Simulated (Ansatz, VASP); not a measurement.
## Sn: VASP beside Ansatz

```xyz
4
Lattice="5.0163 0.0000 0.0000 -2.5081 4.3442 0.0000 0.0000 0.0000 5.9438" Properties=species:S:1:pos:R:3 pbc="T T T"
Sn    0.0000    0.0000    1.4859
Sn    0.0000    0.0000    4.4578
Sn    0.0000    2.8961    4.4578
Sn    2.5081    1.4481    1.4859
```

Alike in both runs: functional PBEsol; k mesh 12 × 12 × 8; occupations gaussian, width 0.1 eV; no spin polarisation.

Ansatz relaxed the structure, and its values are those at the end. VASP's run is a single point on that final structure, the one shown.

|  | VASP | Ansatz |
| --- | --- | --- |
| version | VASP 6.6.1 | Ansatz 0.2.0 |
| potentials or method | VASP PAW PBE potentials, release 64 (Sn_d), cutoff 520 eV | scalar-relativistic, plane waves, PAW |
| valence electrons in the cell | 56 | 56 |

Ansatz gave:

| Quantity | Value |
| --- | --- |
| gap on the k mesh at the Fermi level (eV) | none |
| pressure (GPa) | 0.0 |

What did VASP give for the same quantities?

gap on the k mesh at the Fermi level (eV): none; pressure (GPa): -0.1.

VASP's potentials were made for PBE, not for PBEsol. A gap of «none» marks a metal or a gap that the smearing closes. The functional is the same, so the differences come from potentials, cutoffs and numerics.
